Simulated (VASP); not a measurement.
# GaSb3 (C2/m) in VASP: single point with PBE+D3(BJ)

Aim: the single point of GaSb3 with PBE+D3(BJ).

Everything below comes from runs of VASP 6.6.1. Logs are shortened: lines on timing, memory, paths and dates and some standing lists are left out, and cuts for length are marked.

## Step 1: The cell of the first run

It takes space group C2/m (No. 12, monoclinic). The conventional cell has a = 7.004 Å, b = 7.004 Å, c = 5.057 Å, α = 90.00°, β = 133.83°, γ = 90.00°. Ga (site symmetry 2/m) has 14 Sb at 3.00 to 3.65 Å within 4.0 Å. Sb (site symmetry 2) has 4 Ga at 3.00 to 3.15 Å and 10 Sb at 3.00 to 3.76 Å within 4.0 Å. Sb (site symmetry 2/m) has 8 Sb at 3.00 to 3.15 Å and 6 Ga at 3.50 to 3.65 Å within 4.0 Å.

## Step 2: Single point, PBE+D3(BJ) (atoms displaced along a vibrational mode, the cell strained)

INCAR reads:

```
SYSTEM = GaSb3
PREC = Accurate
ENCUT = 520
EDIFF = 1E-7
ISMEAR = 0
SIGMA = 0.15
LREAL = .FALSE.
LASPH = .TRUE.
NELM = 80
ALGO = Normal
ISIF = 2
LWAVE = .FALSE.
LCHARG = .FALSE.
GGA = PE
IVDW = 12
NBANDS = 22
```

KPOINTS reads:

```
Automatic mesh
0
G
  10 10 10
  0 0 0
```

POSCAR reads:

```
GaSb3
1.0
    0.0000000000      3.5022027149      3.6481278280
    3.5022027149      0.0000000000      3.6481278280
    3.5022027149      3.5022027149      0.0000000000
Ga Sb
1 3
Direct
    0.0000000000      0.0000000000      0.0000000000
    0.2685026411      0.2314973589      0.2314973589
    0.7314973589      0.7685026411      0.7685026411
    0.5000000000      0.5000000000      0.5000000000
```

Potentials or basis: VASP PAW PBE potentials, release 64 (Ga_d, Sb).

Run with:

```bash
$ cat potpaw_PBE.64/Ga_d/POTCAR potpaw_PBE.64/Sb/POTCAR > POTCAR
$ mpirun -np 1 vasp_std > vasp.out
```

OUTCAR:

```text
SYSTEM = GaSb3
   PREC = Accurate
   ENCUT = 520
   EDIFF = 1E-7
   ISMEAR = 0
   LREAL = .FALSE.
   LASPH = .TRUE.
   NELM = 80
   ISIF = 2
   GGA = PE
   IVDW = 12
 IVDW          = 12

 ion  position               nearest neighbor table
   1  0.000  0.000  0.000-   3 3.00   2 3.00   3 3.00   2 3.00   3 3.15   2 3.15   2 3.15   3 3.15

   2  0.269  0.231  0.231-   1 3.00   1 3.00   4 3.00   4 3.00   4 3.15   1 3.15   1 3.15   4 3.15
                             3 3.24   3 3.51   3 3.51   3 3.66   3 3.66   3 3.76
   3  0.731  0.769  0.769-   4 3.00   4 3.00   1 3.00   1 3.00   4 3.15   1 3.15   1 3.15   4 3.15
                             2 3.24   2 3.51   2 3.51   2 3.66   2 3.66   2 3.76
   4  0.500  0.500  0.500-   2 3.00   2 3.00   3 3.00   3 3.00   3 3.15   2 3.15   2 3.15   3 3.15

  LATTYP: Found a body centered tetragonal cell.
 ALAT       =     4.9528625776
 C/A-ratio  =     1.4731391275

  Lattice vectors:

 A1 = (  -3.5022027149,   0.0000000000,   3.6481278280)
 A2 = (   3.5022027149,   0.0000000000,   3.6481278280)
 A3 = (   0.0000000000,   3.5022027149,  -3.6481278280)

Analysis of symmetry for initial positions (statically):
=====================================================================
 Subroutine PRICEL returns:
 Original cell was already a primitive cell.

 Routine SETGRP: Setting up the symmetry group for a
 body centered tetragonal supercell.

 Subroutine GETGRP returns: Found  4 space group operations
 (whereof  4 operations were pure point group operations)
 out of a pool of 16 trial point group operations.

The static configuration has the point symmetry C_2h.

Analysis of symmetry for dynamics (positions and initial velocities):
=====================================================================
 Subroutine PRICEL returns:
 Original cell was already a primitive cell.

 Routine SETGRP: Setting up the symmetry group for a
 body centered tetragonal supercell.

 Subroutine GETGRP returns: Found  4 space group operations
 (whereof  4 operations were pure point group operations)
 out of a pool of 16 trial point group operations.

The dynamic configuration has the point symmetry C_2h.

 Subroutine INISYM returns: Found  4 space group operations
 (whereof  4 operations are pure point group operations),
 and found     1 'primitive' translations

----------------------------------------------------------------------------------------

                                     Primitive cell

  volume of cell :      89.4917

  direct lattice vectors                    reciprocal lattice vectors
     0.000000000  3.502202715  3.648127828    -0.142767293  0.142767293  0.137056601
     3.502202715  0.000000000  3.648127828     0.142767293 -0.142767293  0.137056601
     3.502202715  3.502202715  0.000000000     0.142767293  0.142767293 -0.137056601

  length of vectors
     5.057100009  5.057100009  4.952862578     0.244027686  0.244027686  0.244027686

  position of ions in fractional coordinates (direct lattice)
     0.000000000  0.000000000  0.000000000
     0.268502641  0.231497359  0.231497359
     0.731497359  0.768502641  0.768502641
     0.500000000  0.500000000  0.500000000

  ion indices of the primitive-cell ions
   primitive index   ion index
                 1           1
                 2           2
                 3           3
                 4           4

----------------------------------------------------------------------------------------

 KPOINTS: Automatic mesh

Automatic generation of k-mesh.
 Grid dimensions read from file:
 generate k-points for:   10   10   10

 Generating k-lattice:

  Cartesian coordinates                     Fractional coordinates (reciprocal lattice)
    -0.014276729  0.014276729  0.013705660     0.100000000  0.000000000  0.000000000
     0.014276729 -0.014276729  0.013705660     0.000000000  0.100000000  0.000000000
     0.014276729  0.014276729 -0.013705660     0.000000000  0.000000000  0.100000000

  Length of vectors
     0.024402769  0.024402769  0.024402769

  Shift w.r.t. Gamma in fractional coordinates (k-lattice)
     0.000000000  0.000000000  0.000000000

 Subroutine IBZKPT returns following result:
 ===========================================

 Found    282 irreducible k-points:

 Following reciprocal coordinates:
            Coordinates               Weight
  0.000000  0.000000  0.000000      1.000000
  0.100000 -0.000000  0.000000      4.000000
 -0.000000 -0.000000 -0.100000      4.000000
  0.200000 -0.000000  0.000000      4.000000
 -0.000000 -0.000000 -0.200000      4.000000
  0.300000 -0.000000  0.000000      4.000000
[... 16 lines left out ...]
 -0.300000  0.100000  0.000000      4.000000
  0.100000  0.100000  0.400000      4.000000
 [... further k-points ...]
   k-points           NKPTS =    282   k-points in BZ     NKDIM =    282   number of bands    NBANDS=     22
   number of dos      NEDOS =    301   number of ions     NIONS =      4
   total plane-waves  NPLWV =  64000
   dimension x,y,z NGX =    40 NGY =   40 NGZ =   40
   dimension x,y,z NGXF=    80 NGYF=   80 NGZF=   80
   ions per type =               1   3
   NGX,Y,Z   is equivalent  to a cutoff of  13.15, 13.15, 13.43 a.u.
   NGXF,Y,Z  is equivalent  to a cutoff of  26.30, 26.30, 26.85 a.u.
 SYSTEM =  GaSb3
   PREC   = accura    normal or accurate (medium, high low for compatibility)
   ISTART =      0    job   : 0-new  1-cont  2-samecut
   ICHARG =      2    charge: 1-file 2-atom 10-const
   ISPIN  =      1    spin polarized calculation?
   LNONCOLLINEAR =      F non collinear calculations
   LSORBIT =      F    spin-orbit coupling
   LASPH  =      T    aspherical Exc in radial PAW
   ENCUT  =  520.0 eV  38.22 Ry    6.18 a.u.   9.40  9.40  9.21*2*pi/ulx,y,z
   NELM   =     80;   NELMIN=  2; NELMDL= -5     # of ELM steps
   EDIFF  = 0.1E-06   stopping-criterion for ELM
   LREAL  =      F    real-space projection
   EDIFFG = 0.1E-05   stopping-criterion for IOM
   NSW    =      0    number of steps for IOM
   IBRION =     -1    ionic relax: 0-MD 1-quasi-New 2-CG
   NFREE  =      0    steps in history (QN), initial steepest desc. (CG)
   ISIF   =      2    stress and relaxation
   ISYM   =      2    0-nonsym 1-usesym 2-fastsym
   POTIM  = 0.5000    time-step for ionic-motion
   TEBEG  =    0.0;   TEEND  =   0.0 temperature during run
   PSTRESS=    0.0 pullay stress
   NELECT =      28.0000    total number of electrons
   NUPDOWN=      -1.0000    fix difference up-down
   EMIN   =  10.00;   EMAX   =-10.00  energy-range for DOS
   EFERMI =   0.00;   METHOD = LEGACY
   ISMEAR =     0;   SIGMA  =   0.15  broadening in eV -4-tet -1-fermi 0-gaus
   EFERMI_NEDOS =   21; number of points for ismear=-14 and -15
   IALGO  =     38    algorithm
   IMIX   =      4    mixing-type and parameters
     AMIX     =   0.40;   BMIX     =  1.00
     AMIX_MAG =   1.60;   BMIX_MAG =  1.00
  volume/ion in A,a.u.               =      22.37       150.98
  Fermi-wavevector in a.u.,A,eV,Ry     =   1.111390  2.100223 16.805761  1.235189
  Thomas-Fermi vector in A             =   2.247953
   LORBIT       =      0    0 simple, 1 ext, 2 COOP (PROOUT), +10 PAW based schemes
   GGA     = PE    functional components
   LHFCALC =     F    Hartree Fock is set to
   AEXX    =    0.0000 exact exchange contribution
   IVDW    =    12    specifies the selected vdW correction
   LEPSILON=     F    determine dielectric tensor
   LRPA    =     F    only Hartree local field effects (RPA)
 non-spin polarized calculation
 Gauss-broadening in eV      SIGMA  =   0.15
  energy-cutoff  :      520.00
  volume of cell :       89.49
 maximum number of plane-waves:      2429
 NGX is ok and might be reduce to    40
   NGX = 19   NGY = 19   NGZ = 19

 number of electron      28.0000005 magnetization

 Free energy of the ion-electron system (eV)
  ---------------------------------------------------
  ext. energy  EPLUGINS =         0.00000000
  ---------------------------------------------------
  free energy    TOTEN  =       -14.09678205 eV

  energy without entropy =      -14.07825471  energy(sigma->0) =      -14.08751838

 E-fermi :   9.3008     XC(G=0): -10.8594

 val. band max:        9.2906457189   @ k =   0.0000  -0.1000   0.1000
 cond. band min:       9.3174526467   @ k =  -0.0000  -0.0000  -0.2000
 fundamental gap:      0.0268069278
 Fermi energy:         9.3007800599

 k-point     1 :       0.0000    0.0000    0.0000
  band No.  band energies     occupation
      1      -5.5456      2.00000
      2      -5.5416      2.00000
      3      -5.5379      2.00000
      4      -5.5211      2.00000
      5      -5.5164      2.00000
      6      -4.3185      2.00000
[... 14 lines left out ...]
     21      17.2454      0.00000
     22      17.5302      0.00000

 k-point     2 :       0.1000   -0.0000    0.0000
  band No.  band energies     occupation
      1      -5.5448      2.00000
      2      -5.5420      2.00000
      3      -5.5376      2.00000
      4      -5.5213      2.00000
      5      -5.5165      2.00000
      6      -4.2334      2.00000
[... 14 lines left out ...]
     21      16.5952      0.00000
     22      17.1134      0.00000

 k-point     3 :      -0.0000   -0.0000   -0.1000
  band No.  band energies     occupation
      1      -5.5461      2.00000
      2      -5.5413      2.00000
      3      -5.5380      2.00000
      4      -5.5213      2.00000
      5      -5.5166      2.00000
      6      -4.2277      2.00000
[... 14 lines left out ...]
     21      16.4776      0.00000
     22      17.1709      0.00000
[... 476 lines left out ...]
 k-point    23 :      -0.3000    0.1000    0.0000
  band No.  band energies     occupation
      1      -5.5483      2.00000
      2      -5.5400      2.00000
      3      -5.5355      2.00000
      4      -5.5228      2.00000
      5      -5.5170      2.00000
      6      -3.2995      2.00000
[... 14 lines left out ...]
     21      14.9531      0.00000
     22      15.9116      0.00000

 k-point    24 :       0.1000    0.1000    0.4000
  band No.  band energies     occupation
      1      -5.5528      2.00000
      2      -5.5388      2.00000
      3      -5.5361      2.00000
      4      -5.5232      2.00000
      5      -5.5171      2.00000
      6      -3.2263      2.00000
[... 14 lines left out ...]
     21      14.8855      0.00000
     22      15.8649      0.00000

 [... further k-points ...]

------------------------ aborting loop because EDIFF is reached ----------------------------------------

 Edisp (eV)   -2.08183

 E8    (eV) :    -0.9601

  FORCE on cell =-STRESS in cart. coord.  units (eV):
  Direction    XX          YY          ZZ          XY          YZ          ZX
  --------------------------------------------------------------------------------------
  -------------------------------------------------------------------------------------
  Total       4.47197     4.20429     3.03412     0.00000    -0.69914     0.00000
  in kB      80.06210    75.26979    54.32020     0.00000   -12.51678     0.00000
  external pressure =       69.88 kB  Pullay stress =        0.00 kB

 VOLUME and BASIS-vectors are now :
 -----------------------------------------------------------------------------
  energy-cutoff  :      520.00
  volume of cell :       89.49
      direct lattice vectors                 reciprocal lattice vectors
     0.000000000  3.502202715  3.648127828    -0.142767293  0.142767293  0.137056601
     3.502202715  0.000000000  3.648127828     0.142767293 -0.142767293  0.137056601
     3.502202715  3.502202715  0.000000000     0.142767293  0.142767293 -0.137056601

 POSITION                                       TOTAL-FORCE (eV/Angst)
 -----------------------------------------------------------------------------------
      0.00000      0.00000      0.00000        -0.000000      0.000000      0.000000
      1.62150      1.75110      1.82406         0.766846      0.000000      0.000000
      5.38290      5.25330      5.47219        -0.766846     -0.000000      0.000000
      3.50220      3.50220      3.64813        -0.000000      0.000000      0.000000
 -----------------------------------------------------------------------------------
    total drift:                               -0.000000     -0.000000     -0.000000

  FREE ENERGIE OF THE ION-ELECTRON SYSTEM (eV)
  ---------------------------------------------------
  free  energy   TOTEN  =       -16.1786113549 eV

  energy  without entropy=      -16.1600840134  energy(sigma->0) =      -16.16934768
```

Wall time 11 min (1 thread of Intel Xeon 8259CL, shared host); peak memory 0.63 GiB.

Results:

| Item | Value |
| --- | --- |
| Free energy | -16.1786 eV |
| Pressure | 7.0 GPa |
| Largest force | 0.767 eV/Å |
| Band gap on the k mesh | zero (bands 14 and 15 overlap by 4.48 eV) |
| Dispersion energy per atom | -0.520 eV |

Forces on the atoms (eV/Å):
```
Ga   0.000  0.000  0.000
Sb   0.767  0.000  0.000
Sb  -0.767  0.000  0.000
Sb   0.000  0.000  0.000
```

Levels at points of the mesh, in eV from the Fermi level:
| k point | band 12 | band 13 | band 14 | band 15 | band 16 | band 17 |
| --- | --- | --- | --- | --- | --- | --- |
| (0.00, 0.00, 0.00) | -2.77 | -2.73 | -2.45 | -2.44 | -1.54 | -0.66 |
| (0.50, 0.00, 0.00) | -3.52 | -2.88 | 0.21 | 0.22 | 2.21 | 2.82 |
| (0.00, 0.00, 0.50) | -3.43 | -2.56 | -0.19 | 0.51 | 1.94 | 2.29 |
| (0.50, 0.50, 0.00) | 1.38 | 1.40 | 1.54 | 1.77 | 2.05 | 2.18 |
| (0.50, 0.00, 0.50) | 0.85 | 1.08 | 1.49 | 1.69 | 1.76 | 2.14 |
| (0.00, 0.50, 0.50) | 0.87 | 1.13 | 1.30 | 1.66 | 1.69 | 2.52 |

Caveat: the cell differs from its parent crystal (atoms displaced along a vibrational mode, the cell strained); the cell stands under pressure; spin-orbit coupling is left out, which moves the levels of the heavy elements.
